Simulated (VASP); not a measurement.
# BeS (fa.b) (F-43m) in VASP: a series of runs

Runs on BeS (fa.b). Level: PBEsol. Tasks: single point.

Everything below comes from runs of VASP 6.6.1. Logs are shortened: lines on timing, memory, paths and dates and some standing lists are left out, and cuts for length are marked.

## (1) The cell of the first run

It takes space group F-43m (No. 216, cubic). Conventional cell: a = 4.840 Å, b = 4.840 Å, c = 4.840 Å, α = 90.00°, β = 90.00°, γ = 90.00°. Be (site symmetry -43m) has 4 S at 2.10 Å within 2.8 Å. Within 2.8 Å of S (site symmetry -43m) lie 4 Be at 2.10 Å.

## (2) Single point, PBEsol

The input, INCAR:

```
SYSTEM = BeS
PREC = Accurate
ENCUT = 600
EDIFF = 1E-6
ISMEAR = 0
SIGMA = 0.1
LREAL = .FALSE.
LASPH = .TRUE.
NELM = 120
ALGO = Normal
ISIF = 2
LWAVE = .FALSE.
LCHARG = .FALSE.
GGA = PS
NBANDS = 11
GGA_COMPAT = .FALSE.
```

The input, KPOINTS:

```
Automatic mesh
0
G
  6 6 6
  0 0 0
```

The input, POSCAR:

```
BeS
1.0
    0.0000000000      2.4200000000      2.4200000000
    2.4200000000      0.0000000000      2.4200000000
    2.4200000000      2.4200000000      0.0000000000
Be S
1 1
Direct
    0.0000000000      0.0000000000      0.0000000000
    0.2500000000      0.2500000000      0.2500000000
```

Potentials or basis: VASP PAW PBE potentials, release 64 (Be, S).

Command:

```bash
cat potpaw_PBE.64/Be/POTCAR potpaw_PBE.64/S/POTCAR > POTCAR
mpirun -np 1 vasp_std > vasp.out
```

OUTCAR:

```text
SYSTEM = BeS
   PREC = Accurate
   ENCUT = 600
   EDIFF = 1E-6
   ISMEAR = 0
   LREAL = .FALSE.
   LASPH = .TRUE.
   NELM = 120
   ISIF = 2
   GGA = PS

 ion  position               nearest neighbor table
   1  0.000  0.000  0.000-   2 2.10   2 2.10   2 2.10   2 2.10
   2  0.250  0.250  0.250-   1 2.10   1 2.10   1 2.10   1 2.10

  LATTYP: Found a face centered cubic cell.
 ALAT       =     4.8400000000

  Lattice vectors:

 A1 = (   0.0000000000,   2.4200000000,   2.4200000000)
 A2 = (   2.4200000000,   0.0000000000,   2.4200000000)
 A3 = (   2.4200000000,   2.4200000000,   0.0000000000)

Analysis of symmetry for initial positions (statically):
=====================================================================
 Subroutine PRICEL returns:
 Original cell was already a primitive cell.

 Routine SETGRP: Setting up the symmetry group for a
 face centered cubic supercell.

 Subroutine GETGRP returns: Found 24 space group operations
 (whereof 24 operations were pure point group operations)
 out of a pool of 48 trial point group operations.

The static configuration has the point symmetry T_d .

Analysis of symmetry for dynamics (positions and initial velocities):
=====================================================================
 Subroutine PRICEL returns:
 Original cell was already a primitive cell.

 Routine SETGRP: Setting up the symmetry group for a
 face centered cubic supercell.

 Subroutine GETGRP returns: Found 24 space group operations
 (whereof 24 operations were pure point group operations)
 out of a pool of 48 trial point group operations.

The dynamic configuration has the point symmetry T_d .

 Subroutine INISYM returns: Found 24 space group operations
 (whereof 24 operations are pure point group operations),
 and found     1 'primitive' translations

----------------------------------------------------------------------------------------

                                     Primitive cell

  volume of cell :      28.3450

  direct lattice vectors                    reciprocal lattice vectors
     0.000000000  2.420000000  2.420000000    -0.206611570  0.206611570  0.206611570
     2.420000000  0.000000000  2.420000000     0.206611570 -0.206611570  0.206611570
     2.420000000  2.420000000  0.000000000     0.206611570  0.206611570 -0.206611570

  length of vectors
     3.422396821  3.422396821  3.422396821     0.357861737  0.357861737  0.357861737

  position of ions in fractional coordinates (direct lattice)
     0.000000000  0.000000000  0.000000000
[... 76 lines left out ...]
   ISYM   =      2    0-nonsym 1-usesym 2-fastsym
   POTIM  = 0.5000    time-step for ionic-motion
   TEBEG  =    0.0;   TEEND  =   0.0 temperature during run
   PSTRESS=    0.0 pullay stress
   NELECT =       8.0000    total number of electrons
   NUPDOWN=      -1.0000    fix difference up-down
   EMIN   =  10.00;   EMAX   =-10.00  energy-range for DOS
   EFERMI =   0.00;   METHOD = LEGACY
   ISMEAR =     0;   SIGMA  =   0.10  broadening in eV -4-tet -1-fermi 0-gaus
   EFERMI_NEDOS =   21; number of points for ismear=-14 and -15
   IALGO  =     38    algorithm
   IMIX   =      4    mixing-type and parameters
     AMIX     =   0.40;   BMIX     =  1.00
     AMIX_MAG =   1.60;   BMIX_MAG =  1.00
  volume/ion in A,a.u.               =      14.17        95.64
  Fermi-wavevector in a.u.,A,eV,Ry     =   1.073856  2.029294 15.689791  1.153167
  Thomas-Fermi vector in A             =   2.209668
   LORBIT       =      0    0 simple, 1 ext, 2 COOP (PROOUT), +10 PAW based schemes
   GGA     = PS    functional components
   LHFCALC =     F    Hartree Fock is set to
   AEXX    =    0.0000 exact exchange contribution
   IVDW    =     0    specifies the selected vdW correction
   LEPSILON=     F    determine dielectric tensor
   LRPA    =     F    only Hartree local field effects (RPA)
 non-spin polarized calculation
 Gauss-broadening in eV      SIGMA  =   0.10
  energy-cutoff  :      600.00
  volume of cell :       28.34
 maximum number of plane-waves:       960
   NGX = 13   NGY = 13   NGZ = 13

 number of electron       7.9999999 magnetization

 Free energy of the ion-electron system (eV)
  ---------------------------------------------------
  ext. energy  EPLUGINS =         0.00000000
  ---------------------------------------------------
  free energy    TOTEN  =       -10.56138694 eV

  energy without entropy =      -10.56138694  energy(sigma->0) =      -10.56138694

 E-fermi :   4.6502     XC(G=0):  -9.9257

 val. band max:        4.2105013163   @ k =   0.0000   0.0000   0.0000
 cond. band min:       7.1232296774   @ k =   0.5000   0.5000   0.0000
 fundamental gap:      2.9127283610
 Fermi energy:         4.6502094930

 k-point     1 :       0.0000    0.0000    0.0000
  band No.  band energies     occupation
      1      -9.5493      2.00000
      2       4.2105      2.00000
      3       4.2105      2.00000
      4       4.2105      2.00000
      5       9.8162      0.00000
      6       9.8162      0.00000
      7       9.8162      0.00000
      8       9.9682      0.00000
      9      17.0163      0.00000
     10      17.0163      0.00000
     11      18.9331      0.00000
[... 197 lines left out ...]
 k-point    16 :      -0.3333    0.5000    0.1667
  band No.  band energies     occupation
      1      -7.2978      2.00000
      2      -0.4637      2.00000
      3       0.7181      2.00000
      4       0.9325      2.00000
      5       9.2070      0.00000
      6      10.7915      0.00000
      7      14.1770      0.00000
      8      14.6896      0.00000
      9      18.6438      0.00000
     10      18.7154      0.00000
     11      21.2605      0.00000

------------------------ aborting loop because EDIFF is reached ----------------------------------------

  FORCE on cell =-STRESS in cart. coord.  units (eV):
  Direction    XX          YY          ZZ          XY          YZ          ZX
  --------------------------------------------------------------------------------------
  -------------------------------------------------------------------------------------
  Total        0.0197701      0.0197701      0.0197701      0.0000000      0.0000000      0.0000000
  in kB        1.1174880      1.1174880      1.1174880      0.0000000      0.0000000      0.0000000
  external PRESSURE =       1.1174880 kB  Pullay stress =       0.0000000 kB

 VOLUME and BASIS-vectors are now :
 -----------------------------------------------------------------------------
  energy-cutoff  :      600.00
  volume of cell :       28.34
      direct lattice vectors                 reciprocal lattice vectors
     0.000000000  2.420000000  2.420000000    -0.206611570  0.206611570  0.206611570
     2.420000000  0.000000000  2.420000000     0.206611570 -0.206611570  0.206611570
     2.420000000  2.420000000  0.000000000     0.206611570  0.206611570 -0.206611570

 POSITION                                       TOTAL-FORCE (eV/Angst)
 -----------------------------------------------------------------------------------
      0.00000      0.00000      0.00000        -0.000000     -0.000000     -0.000000
      1.21000      1.21000      1.21000         0.000000      0.000000      0.000000
 -----------------------------------------------------------------------------------
    total drift:                               -0.000000     -0.000000      0.000000

  FREE ENERGIE OF THE ION-ELECTRON SYSTEM (eV)
  ---------------------------------------------------
  free  energy   TOTEN  =       -10.5613869447 eV

  energy  without entropy=      -10.5613869447  energy(sigma->0) =      -10.56138694
```

OSZICAR:

```text
N       E                     dE             d eps       ncg     rms          rms(c)
DAV:   1     0.198497757765E+02    0.19850E+02   -0.41982E+03   352   0.698E+02
DAV:   2    -0.956836428202E+01   -0.29418E+02   -0.27931E+02   461   0.121E+02
DAV:   3    -0.107452875084E+02   -0.11769E+01   -0.11748E+01   487   0.238E+01
DAV:   4    -0.107510953720E+02   -0.58079E-02   -0.58061E-02   425   0.194E+00
DAV:   5    -0.107511393086E+02   -0.43937E-04   -0.43936E-04   478   0.166E-01    0.538E+00
DAV:   6    -0.106102079245E+02    0.14093E+00   -0.11063E-01   414   0.154E+00    0.355E+00
DAV:   7    -0.105610629807E+02    0.49145E-01   -0.11200E-01   416   0.167E+00    0.797E-01
DAV:   8    -0.105613300212E+02   -0.26704E-03   -0.55737E-03   466   0.403E-01    0.142E-01
DAV:   9    -0.105613767995E+02   -0.46778E-04   -0.32908E-04   432   0.119E-01    0.447E-02
DAV:  10    -0.105613831751E+02   -0.63756E-05   -0.35103E-05   482   0.288E-02    0.114E-02
DAV:  11    -0.105613868157E+02   -0.36406E-05   -0.78761E-06   409   0.160E-02    0.552E-03
DAV:  12    -0.105613869447E+02   -0.12907E-06   -0.17564E-07   234   0.306E-03
   1 F= -.10561387E+02 E0= -.10561387E+02  d E =-.314265E-11
```

stdout:

```text
POSCAR found type information on POSCAR BeS
 POSCAR found :  2 types and       2 ions
 scaLAPACK will be used
 -----------------------------------------------------------------------------
|                                                                             |
|                                                                             |
|     You enforced a specific xc type in the INCAR file but a different       |
|     I HOPE YOU KNOW WHAT YOU ARE DOING!                                     |
|                                                                             |
 -----------------------------------------------------------------------------

 LDA part: xc-table for (Slater+PW92), standard interpolation
 POSCAR, INCAR and KPOINTS ok, starting setup
 FFT: planning ... GRIDC
 FFT: planning ... GRID_SOFT
 FFT: planning ... GRID
 WAVECAR not read
 entering main loop
```

It took 12 s on 1 thread of Intel Xeon 8259CL, shared host; peak memory 0.15 GiB.

Results:

- Free energy: -10.5614 eV
- Pressure: 0.1 GPa
- Band gap on the k mesh: 2.91 eV, indirect (least direct gap 5.61 eV)

Caveat: the PAW data sets were made with another functional, which shifts forces and pressure a little.

## (3) Single point, PBEsol

The input, INCAR:

```
SYSTEM = BeS
  PREC = Accurate
  ENCUT = 600
  EDIFF = 1E-6
  ISMEAR = 0
  SIGMA = 0.02
  LREAL = .FALSE.
  LASPH = .TRUE.
  NELM = 120
  ALGO = Normal
  ISIF = 2
  LWAVE = .FALSE.
  LCHARG = .FALSE.
  GGA = PS
  NBANDS = 11
  GGA_COMPAT = .FALSE.
```

The input, KPOINTS:

```
Automatic mesh
0
G
  8 8 8
  0 0 0
```

The input, POSCAR:

```
BeS
1.0
    0.0000000000      2.4188489221      2.4188489221
    2.4188489221      0.0000000000      2.4188489221
    2.4188489221      2.4188489221      0.0000000000
Be S
1 1
Direct
    0.0000000000      0.0000000000      0.0000000000
    0.2500000000      0.2500000000      0.2500000000
```

Potentials or basis: VASP PAW PBE potentials, release 64 (Be, S).

Command:

```bash
cat potpaw_PBE.64/Be/POTCAR potpaw_PBE.64/S/POTCAR > POTCAR
mpirun -np 1 vasp_std > vasp.out
```

It took 19 s on 1 thread of Intel Xeon 8259CL, shared host; peak memory 0.15 GiB.

It converged, with:

- Free energy: -10.5643 eV
- Pressure: 0.2 GPa
- Band gap on the k mesh: 2.91 eV, indirect (least direct gap 5.61 eV)

Levels at points of the mesh, in eV from the valence-band top:
| k point | band 1 | band 2 | band 3 | band 4 | band 5 | band 6 | band 7 | band 8 |
| --- | --- | --- | --- | --- | --- | --- | --- | --- |
| (0.00, 0.00, 0.00) | -13.77 | 0.00 | 0.00 | 0.00 | 5.61 | 5.61 | 5.61 | 5.77 |
| (0.50, 0.00, 0.00) | -12.11 | -5.91 | -1.05 | -1.05 | 5.41 | 6.48 | 6.48 | 11.01 |
| (0.50, 0.50, 0.00) | -11.56 | -5.11 | -2.70 | -2.70 | 2.91 | 4.80 | 12.81 | 12.81 |

Caveat: the PAW data sets were made with another functional, which shifts forces and pressure a little.

## (4) Single point, PBEsol

The input, INCAR:

```
PREC = Accurate
ENCUT = 600
EDIFF = 1E-6
ISMEAR = 0
SIGMA = 0.02
LREAL = F
LASPH = T
NELM = 120
ALGO = Normal
ISIF = 2
LWAVE = F
LCHARG = F
GGA = PS
NBANDS = 11
GGA_COMPAT = F
```

The input, KPOINTS:

```
Automatic mesh
0
Gamma
  8 8 8
```

POSCAR is that of step 3.

Potentials or basis: VASP PAW PBE potentials, release 64 (Be, S).

Command:

```bash
cat potpaw_PBE.64/Be/POTCAR potpaw_PBE.64/S/POTCAR > POTCAR
mpirun -np 1 vasp_std > vasp.out
```

OUTCAR:

```text
PREC = Accurate
   ENCUT = 600
   EDIFF = 1E-6
   ISMEAR = 0
   LREAL = F
   LASPH = T
   NELM = 120
   ISIF = 2
   GGA = PS

 ion  position               nearest neighbor table
   1  0.000  0.000  0.000-   2 2.09   2 2.09   2 2.09   2 2.09
   2  0.250  0.250  0.250-   1 2.09   1 2.09   1 2.09   1 2.09

  LATTYP: Found a face centered cubic cell.
 ALAT       =     4.8376978442

  Lattice vectors:

 A1 = (   0.0000000000,   2.4188489221,   2.4188489221)
[... 522 lines left out ...]
------------------------ aborting loop because EDIFF is reached ----------------------------------------

  FORCE on cell =-STRESS in cart. coord.  units (eV):
  Direction    XX          YY          ZZ          XY          YZ          ZX
  --------------------------------------------------------------------------------------
  -------------------------------------------------------------------------------------
  Total        0.0368047      0.0368047      0.0368047     -0.0000000      0.0000000     -0.0000000
  in kB        2.0833282      2.0833282      2.0833282     -0.0000000      0.0000000     -0.0000000
  external PRESSURE =       2.0833282 kB  Pullay stress =       0.0000000 kB

 VOLUME and BASIS-vectors are now :
 -----------------------------------------------------------------------------
  energy-cutoff  :      600.00
  volume of cell :       28.30
      direct lattice vectors                 reciprocal lattice vectors
     0.000000000  2.418848922  2.418848922    -0.206709892  0.206709892  0.206709892
     2.418848922  0.000000000  2.418848922     0.206709892 -0.206709892  0.206709892
     2.418848922  2.418848922  0.000000000     0.206709892  0.206709892 -0.206709892

 POSITION                                       TOTAL-FORCE (eV/Angst)
 -----------------------------------------------------------------------------------
      0.00000      0.00000      0.00000         0.000000      0.000000      0.000000
      1.20942      1.20942      1.20942        -0.000000     -0.000000     -0.000000
 -----------------------------------------------------------------------------------
    total drift:                               -0.000000     -0.000000      0.000000

  FREE ENERGIE OF THE ION-ELECTRON SYSTEM (eV)
  ---------------------------------------------------
  free  energy   TOTEN  =       -10.5643446951 eV

  energy  without entropy=      -10.5643446951  energy(sigma->0) =      -10.56434470
```

Wall time 18 s (1 thread of Intel Xeon 8259CL, shared host); peak memory 0.15 GiB.

What came out:

```yaml
Free_energy: -10.5643 eV
Pressure: 0.2 GPa
Band_gap_on_the_k_mesh: 2.91 eV, indirect (least direct gap 5.61 eV)
```

Levels at points of the mesh, in eV from the valence-band top:
```
           k point  band 1  band 2  band 3  band 4  band 5  band 6  band 7  band 8  band 9
(0.00, 0.00, 0.00)  -13.77    0.00    0.00    0.00    5.61    5.61    5.61    5.77   12.81
(0.50, 0.00, 0.00)  -12.11   -5.91   -1.05   -1.05    5.41    6.48    6.48   11.01   14.96
(0.50, 0.50, 0.00)  -11.56   -5.11   -2.70   -2.70    2.91    4.80   12.81   12.81   15.50
```

Caveat: the PAW data sets were made with another functional, which shifts forces and pressure a little.
